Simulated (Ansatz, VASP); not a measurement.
# One calculation of Sb, two programs

INCAR

```
PREC = Accurate
ENCUT = 520
EDIFF = 1E-7
ISMEAR = -1
SIGMA = 0.03
LREAL = False
LASPH = True
NELM = 100
ALGO = Normal
ISIF = 2
LWAVE = False
LCHARG = False
GGA = PS
NBANDS = 8
```

KPOINTS

```
Automatic mesh
0
Gamma
  14 14 14
```

POSCAR

```
Sb
1.0
   -0.0461000000      2.2819500000      2.2819500000
    2.2819500000     -0.0461000000      2.2819500000
    2.2819500000      2.2819500000     -0.0461000000
Sb
1
Direct
    0.0000000000      0.0000000000      0.0000000000
```

Input for Ansatz:

```yaml
crystal:
  lattice:
    - [-0.0461, 2.28195, 2.28195]
    - [2.28195, -0.0461, 2.28195]
    - [2.28195, 2.28195, -0.0461]
  atoms:
    - { symbol: Sb, position: [0.0, 0.0, 0.0] }
kpoints:
  mp_grid: { grid: [14, 14, 14] }
  band_path:
    path:
      - [0.0, 0.0, 0.0]
      - [0.5, 0.5, 0.5]
      - [0.2551801333, 0.5, 0.7448198667]
      - [-0.2551801333, 0.2551801333, 0.5]
      - [0.0, 0.0, 0.5]
      - [0.0, 0.0, 0.0]
      - [-0.3775900666, 0.0, 0.3775900666]
      - [0.0, 0.3775900666, 0.6224099334]
      - [0.0, 0.5, 0.5]
    npoints: 5
scf:
  occupations: { method: fermi_dirac, width: 0.03 }
hamiltonian:
  xc: pbesol
  pseudopotentials: { kind: all_electron, lapw: { basis_error: 0.00025 } }
output:
  forces: true
  stress: true
  eigenvalues: true
```

Change from the starting cell: equal xy, yz and zx shear strains of -2 %.

Alike in both runs: task single point; functional PBEsol; k mesh 14 × 14 × 14; occupations fermi-dirac, width 0.03 eV; no spin polarisation.

```csv
,VASP,Ansatz
version,VASP 6.6.1,Ansatz 0.2.0
potentials or method,"VASP PAW PBE potentials, release 64 (Sb), cutoff 520 eV","all-electron LAPW, scalar-relativistic"
```

|  | VASP | Ansatz | Ansatz less VASP |
| --- | --- | --- | --- |
| pressure (GPa) | 5.2 | 5.2 | -0.04 |
| traceless stress, the component that is largest in VASP (GPa) | -0.25 | -0.26 | -0.006 |

VASP's potentials were made for PBE, not for PBEsol. Ansatz ran all-electron here, and VASP with PAW potentials.

Neither program's run includes spin-orbit coupling.
